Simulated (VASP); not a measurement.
# W (Fm-3m) in VASP: a series of runs, part 2 of 2

VASP 6.6.1.

**4. Relaxation of cell and atoms, r2SCAN**

POSCAR reads:

```
W
1.0
    0.0000000000      2.0091471698      2.0091471698
    2.0091471698      0.0000000000      2.0091471698
    2.0091471698      2.0091471698      0.0000000000
W
1
Direct
    0.0000000000      0.0000000000      0.0000000000
```

INCAR.step1 reads:

```
PREC = Accurate ; ENCUT = 600
ISMEAR = 0 ; SIGMA = 0.1
LREAL = False ; LASPH = True
NELM = 80 ; GGA = PE
ALGO = Normal ; EDIFF = 1E-4
LWAVE = True ; LCHARG = False
```

INCAR.step2 reads:

```
PREC = Accurate ; ENCUT = 600
EDIFF = 1E-7 ; ISMEAR = 0
SIGMA = 0.1 ; LREAL = False
LASPH = True ; NELM = 80
ALGO = Normal ; ISIF = 3
LWAVE = False ; LCHARG = False
METAGGA = R2SCAN ; LMIXTAU = True
IBRION = 2 ; NSW = 100
EDIFFG = -0.005 ; ISTART = 1
```

KPOINTS reads:

```
Automatic mesh
0
Gamma
  18 18 18
```

Potentials or basis: VASP PAW PBE potentials, release 64 (W_sv).

The run is started by

```console
$ cat potpaw_PBE.64/W_sv/POTCAR > POTCAR
$ cp INCAR.step1 INCAR
$ mpirun -np 1 vasp_std > vasp.out
$ cp INCAR.step2 INCAR
$ mpirun -np 1 vasp_std > vasp.out
```

OUTCAR:

```text
PREC = Accurate
   ENCUT = 600
   EDIFF = 1E-7
   ISMEAR = 0
   LREAL = False
   LASPH = True
   NELM = 80
   ISIF = 3
   METAGGA = R2SCAN
   IBRION = 2
   NSW = 100
   EDIFFG = -0.005
   ISTART = 1

 ion  position               nearest neighbor table
   1  0.000  0.000  0.000-

  LATTYP: Found a face centered cubic cell.
 ALAT       =     4.0182943396

  Lattice vectors:

 A1 = (   0.0000000000,   2.0091471698,   2.0091471698)
 A2 = (   2.0091471698,   0.0000000000,   2.0091471698)
 A3 = (   2.0091471698,   2.0091471698,   0.0000000000)

Analysis of symmetry for initial positions (statically):
=====================================================================
 Subroutine PRICEL returns:
 Original cell was already a primitive cell.

 Routine SETGRP: Setting up the symmetry group for a
 face centered cubic supercell.

 Subroutine GETGRP returns: Found 48 space group operations
 (whereof 48 operations were pure point group operations)
 out of a pool of 48 trial point group operations.

The static configuration has the point symmetry O_h .

Analysis of symmetry for dynamics (positions and initial velocities):
=====================================================================
[... 165 lines left out ...]
  Total        0.0855955      0.0855955      0.0855955      0.0000000      0.0000000      0.0000000
  in kB        8.4546576      8.4546576      8.4546576      0.0000000      0.0000000      0.0000000
  external PRESSURE =       8.4546576 kB  Pullay stress =       0.0000000 kB
[... 57 lines left out ...]
--------------------------------------- Ionic step        3  -------------------------------------------

 number of electron      14.0000001 magnetization

 Free energy of the ion-electron system (eV)
  ---------------------------------------------------
  ext. energy  EPLUGINS =         0.00000000
  ---------------------------------------------------
  free energy    TOTEN  =       -50.80077651 eV

  energy without entropy =      -50.79531992  energy(sigma->0) =      -50.79804821

 E-fermi :  10.4621     XC(G=0): -14.7871

 val. band max:       10.4615264894   @ k =   0.2778   0.0556   0.0000
 cond. band min:      10.4694042285   @ k =  -0.3889   0.1667   0.0556
 fundamental gap:      0.0078777391
 Fermi energy:        10.4621448564

 k-point     1 :       0.0000    0.0000    0.0000
  band No.  band energies     occupation
      1     -65.1343      2.00000
      2     -28.0577      2.00000
      3     -28.0577      2.00000
      4     -28.0577      2.00000
      5       0.9337      2.00000
      6       9.8640      2.00000
      7       9.8640      2.00000
      8       9.8640      2.00000
      9      13.2931      0.00000
     10      13.2931      0.00000
     11      23.8374      0.00000
[... 309 lines left out ...]
 k-point    24 :      -0.2222    0.0556    0.0000
  band No.  band energies     occupation
      1     -65.0731      2.00000
      2     -28.6773      2.00000
      3     -28.1795      2.00000
      4     -28.1237      2.00000
      5       3.2698      2.00000
      6       8.6575      2.00000
      7      10.3291      1.94012
      8      10.4896      0.69799
      9      12.7383      0.00000
     10      13.8173      0.00000
     11      24.5996      0.00000

 [... further k-points ...]
[... 5 lines left out ...]
  --------------------------------------------------------------------------------------
  -------------------------------------------------------------------------------------
  Total        0.0008541      0.0008541      0.0008541      0.0000000      0.0000000      0.0000000
  in kB        0.0841333      0.0841333      0.0841333      0.0000000      0.0000000      0.0000000
  external PRESSURE =       0.0841333 kB  Pullay stress =       0.0000000 kB
[... 16 lines left out ...]
  FREE ENERGIE OF THE ION-ELECTRON SYSTEM (eV)
  ---------------------------------------------------
  free  energy   TOTEN  =       -50.8007765071 eV

  energy  without entropy=      -50.7953199163  energy(sigma->0) =      -50.79804821

 reached required accuracy - stopping structural energy minimisation
```

OSZICAR.step1:

```text
N       E                     dE             d eps       ncg     rms          rms(c)
DAV:   1     0.844506339700E+02    0.84451E+02   -0.85900E+03  4298   0.159E+03
DAV:   2    -0.112860173434E+02   -0.95737E+02   -0.92972E+02  4596   0.358E+02
DAV:   3    -0.130661351277E+02   -0.17801E+01   -0.17345E+01  4906   0.468E+01
DAV:   4    -0.130796031531E+02   -0.13468E-01   -0.13431E-01  4557   0.399E+00
DAV:   5    -0.130796926327E+02   -0.89480E-04   -0.89478E-04  4794   0.366E-01    0.194E+01
DAV:   6    -0.125983383055E+02    0.48135E+00   -0.56525E-01  4542   0.101E+01    0.766E+00
DAV:   7    -0.124759612854E+02    0.12238E+00   -0.28297E-01  4674   0.663E+00    0.533E-01
DAV:   8    -0.124715296674E+02    0.44316E-02   -0.34302E-03  4434   0.878E-01    0.691E-02
DAV:   9    -0.124715415616E+02   -0.11894E-04   -0.59646E-05  2967   0.107E-01
   1 F= -.12471542E+02 E0= -.12468206E+02  d E =-.667200E-02
```

It took 5.3 min on 1 thread of Intel Xeon 8259CL, shared host; peak memory 0.18 GiB.

What came out:

| Property | Result |
| --- | --- |
| Free energy | -50.8008 eV |
| Relaxed volume | 16.26 Å³/atom |
| Relaxed cell | a = 2.844 Å, b = 2.844 Å, c = 2.844 Å, α = 60.00°, β = 60.00°, γ = 60.00° |
| Space group after relaxing (to 0.1 Å) | Fm-3m (No. 225) |
| Energy gained by relaxing | 0.1 meV/atom |
| Ionic steps | 3 |
| Pressure after relaxing | 0.0 GPa |
| Band gap on the k mesh | zero (bands 7 and 8 overlap by 3.66 eV) |

Step by step:
```csv
step,energy change (eV),largest force (eV/Å),pressure (GPa),volume (Å³)
1,0.0000,0.0000,0.85,16.22
2,0.0013,0.0000,-2.89,16.42
3,-0.0001,0.0000,0.01,16.26
```

Final structure:
```
W
1.0
     0.00000    2.01097    2.01097
     2.01097    0.00000    2.01097
     2.01097    2.01097    0.00000
W
1
Direct
  0.00000 0.00000 0.00000
```

Caveat: the PAW data sets were made with another functional, which shifts forces and pressure a little; spin-orbit coupling is left out, which moves the levels of the heavy elements.

**5. The runs side by side**

| task | cell | k mesh | cutoff (eV) | gap on the mesh (eV) | pressure (GPa) | relaxed volume (Å³/atom) |
| --- | --- | --- | --- | --- | --- | --- |
| single point | a = 2.841 Å, angles 60.0°, 1 atom | 8 × 8 × 8 | 550 | none | 1.1 | - |
| relaxation of cell and atoms | relaxed from a = 2.871 Å, angles 60.0°, 1 atom | 8 × 8 × 8 | 550 | none | 0.0 | 16.28 |
| relaxation of cell and atoms | relaxed from a = 2.841 Å, angles 60.0°, 1 atom | 18 × 18 × 18 | 600 | none | 0.0 | 16.26 |

Alike in all rows: level r2SCAN; potentials or basis VASP PAW PBE potentials, release 64 (W_sv); no spin polarisation; smearing gaussian 0.1 eV.

Caveats: the PAW data sets were made with another functional, which shifts forces and pressure a little; spin-orbit coupling is left out, which moves the levels of the heavy elements.

Absolute energies hang on the potentials; compare differences alone.
